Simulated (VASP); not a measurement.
Input of a VASP 6.6.1 run:

Contents of INCAR:

```
SYSTEM = InP
  PREC = Accurate
  ENCUT = 520
  EDIFF = 1E-8
  ISMEAR = -1
  SIGMA = 0.15
  LREAL = .False.
  LASPH = .True.
  NELM = 80
  ALGO = Normal
  ISIF = 2
  LWAVE = .False.
  LCHARG = .True.
  GGA = CA
  NBANDS = 16
  IBRION = 8
  NSW = 1
```

File KPOINTS:

```
Automatic mesh
0
Gamma
  14 14 14
  0 0 0
```

POSCAR

```
InP
1.0
    0.0000000000      2.5965000000      2.5965000000
    2.5965000000      0.0000000000      2.5965000000
    2.5965000000      2.5965000000      0.0000000000
In P
1 1
Direct
    0.0000000000      0.0000000000      0.0000000000
    0.5000000000      0.5000000000      0.5000000000
```

Potentials or basis: VASP PAW LDA potentials, release 64 (In_d, P).

The run is started by

```sh
$ cat potpaw_LDA.64/In_d/POTCAR potpaw_LDA.64/P/POTCAR > POTCAR
$ mpirun -np 1 vasp_std > vasp.out
```

Q: Predict the highest phonon frequency at Γ, LO-TO splitting left out.

A: 250 cm⁻¹.

Phonon frequencies in cm⁻¹ (negative: imaginary):
```csv
q point,frequencies
"(0.000, 0.000, 0.000)",0 0 0 250 250 250
```

Caveat: the cell wasn't relaxed at this level first, which shifts response properties.
